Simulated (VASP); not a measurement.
Be:

```xyz
2
Lattice="2.2627 0.0000 0.0000 -1.1313 1.9596 0.0000 0.0000 0.0000 3.5667" Properties=species:S:1:pos:R:3 pbc="T T T"
Be    0.0000    1.3064    0.8917
Be    1.1313    0.6532    2.6751
```

```yaml
Program: VASP 6.6.1
Task: relaxation of cell and atoms
Functional: PBE
Dispersion: D3(BJ)
Potentials_or_basis: VASP PAW PBE potentials, release 64 (Be)
Cutoff: 600 eV
k_mesh: 21 × 21 × 12
Occupations: gaussian, width 0.1 eV
Spin: no spin polarisation
```

At the start: pressure -7.3 GPa; volume 7.91 Å³/atom.

**Question.** How do energy, volume and symmetry change on relaxing?

**Answer.** Over 7 steps the energy falls by 11.2 meV/atom and the volume is 7.44 Å³/atom (-5.9 %); space group P6_3/mmc (No. 194, to 0.1 Å) before and after.

The path:
```csv
step,energy change (eV),largest force (eV/Å),pressure (GPa),volume (Å³)
1,0.0000,0.0000,-7.32,15.81
2,-0.0218,0.0000,-1.03,15.00
3,-0.0222,0.0000,-0.04,14.89
4,-0.0222,0.0000,0.13,14.87
5,-0.0223,0.0000,0.13,14.87
6,-0.0223,0.0000,0.13,14.87
7,-0.0223,0.0000,0.01,14.88
```

Final structure:
```
CELL_PARAMETERS angstrom
2.21518 0.00000 0.00000
-1.10759 1.91841 0.00000
0.00000 0.00000 3.50160
ATOMIC_POSITIONS crystal
Be 0.33333 0.66667 0.25000
Be 0.66667 0.33333 0.75000
```
